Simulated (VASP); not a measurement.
Ni:

```
Ni
1.0
     2.46581    0.00000    0.00000
    -1.23291    2.13546    0.00000
     0.00000    0.00000    3.99052
Ni
2
Direct
  0.33333 0.66667 0.25000
  0.66667 0.33333 0.75000
```

This isn't the form of Ni at room conditions, which is fcc.

- Program: VASP 6.6.1
- Task: relaxation of cell and atoms
- Functional: PBE
- Potentials or basis: VASP PAW PBE potentials, release 64 (Ni)
- Cutoff: 600 eV
- k mesh: 12 × 12 × 6
- Occupations: gaussian, width 0.1 eV
- Spin: collinear spin, ferromagnetic start
- Starting moments: [0.82, 0.82] μB

At the start: pressure 8.5 GPa; volume 10.51 Å³/atom.

Problem. Where does the relaxation end?

Solution. Over 4 steps the energy falls by 11.7 meV/atom and the volume is 10.94 Å³/atom (+4.1 %); space group P6_3/mmc (No. 194, to 0.1 Å) before and after; moment 1.40 μB per cell.

The path:
```csv
step,energy change (eV),largest force (eV/Å),pressure (GPa),volume (Å³)
1,0.0000,0.0000,8.49,21.01
2,-0.0033,0.0000,-6.98,22.75
3,-0.0228,0.0000,-0.16,21.89
4,-0.0234,0.0000,-0.08,21.87
```

Final structure:
```yaml
crystal:
  lattice:
    - [2.49034, 0.00000, 0.00000]
    - [-1.24517, 2.15670, 0.00000]
    - [0.00000, 0.00000, 4.07262]
  atoms:
    - { symbol: Ni, position: [0.33333, 0.66667, 0.25000] }
    - { symbol: Ni, position: [0.66667, 0.33333, 0.75000] }
```
